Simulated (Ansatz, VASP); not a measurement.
## Two plane-wave programs on Co

INCAR

```
  PREC = Accurate
  ENCUT = 520
  EDIFF = 1E-8
  ISMEAR = -1
  SIGMA = 0.05
  LREAL = F
  LASPH = T
  NELM = 150
  ALGO = Normal
  ISIF = 2
  LWAVE = F
  LCHARG = F
  ISPIN = 2
  MAGMOM = 2 2
  LORBIT = 11
  LMAXMIX = 4
  GGA = PE
  LEFG = T
  NBANDS = 20
```

The input KPOINTS:

```
regular mesh
0
Gamma
  19 19 10
```

POSCAR

```
Co
1.0
    2.4680156958      0.0000000000      0.0000000000
   -1.2340078479      2.1373642896      0.0000000000
    0.0000000000      0.0000000000      4.0081971921
Co
2
Direct
    0.3333333333      0.6666666667      0.2500000000
    0.6666666667      0.3333333333      0.7500000000
```

Input for Ansatz:

```yaml
crystal:
  lattice:
    - [2.4680156958, 0.0, 0.0]
    - [-1.2340078479, 2.1373642896, 0.0]
    - [0.0, 0.0, 4.0081971921]
  atoms:
    - { symbol: Co, position: [0.3333333333, 0.6666666667, 0.25], spin: 2.0 }
    - { symbol: Co, position: [0.6666666667, 0.3333333333, 0.75], spin: 2.0 }
magnetization:
  spin_polarized: true
kpoints:
  mp_grid: { grid: [19, 19, 10] }
scf:
  occupations: { method: fermi_dirac, width: 0.05 }
hamiltonian:
  xc: pbe
  pseudopotentials: { kind: paw }
output:
  forces: true
  stress: true
  eigenvalues: true
  efg: { contact_densities: true }
  write_density: true
  write_potential: true
  elf: true
  volumetric_format: npy
```

Change from the starting cell: volume scaled by 0.9405, PAW files.

Alike in both runs: task electric field gradients; functional PBE; k mesh 19 × 19 × 10; occupations fermi-dirac, width 0.05 eV; collinear spin.

|  | VASP | Ansatz |
| --- | --- | --- |
| version | VASP 6.6.1 | Ansatz 0.2.0 |
| potentials or method | VASP PAW PBE potentials, release 64 (Co) | PAW with Ansatz's default frozen-core files, scalar-relativistic |
| plane-wave cutoff (eV) | 520 | 420 |
| valence electrons in the cell | 18 | 34 |

Ansatz gave:

- pressure (GPa): 6.1
- traceless stress, the component that is largest in VASP (GPa): -1.10
- net moment per atom (μB): 1.59
- size of the moment on the site where the two differ most (μB): 1.66
- size of Vzz on the site where it differs most (V/Å²): 2.1

Question: What did VASP give for the same quantities?

Answer: Pressure (GPa): 5.2; traceless stress, the component that is largest in VASP (GPa): -1.12; net moment per atom (μB): 1.58; size of the moment on the site where the two differ most (μB): 1.60; size of Vzz on the site where it differs most (V/Å²): 2.5.

Site moments also hang on the region over which each program counts them. The functional is the same, so the differences come from potentials, cutoffs and numerics. VASP's potentials hold 18 valence electrons a cell and Ansatz's 34, so a difference there can come from the potentials and not from the codes.
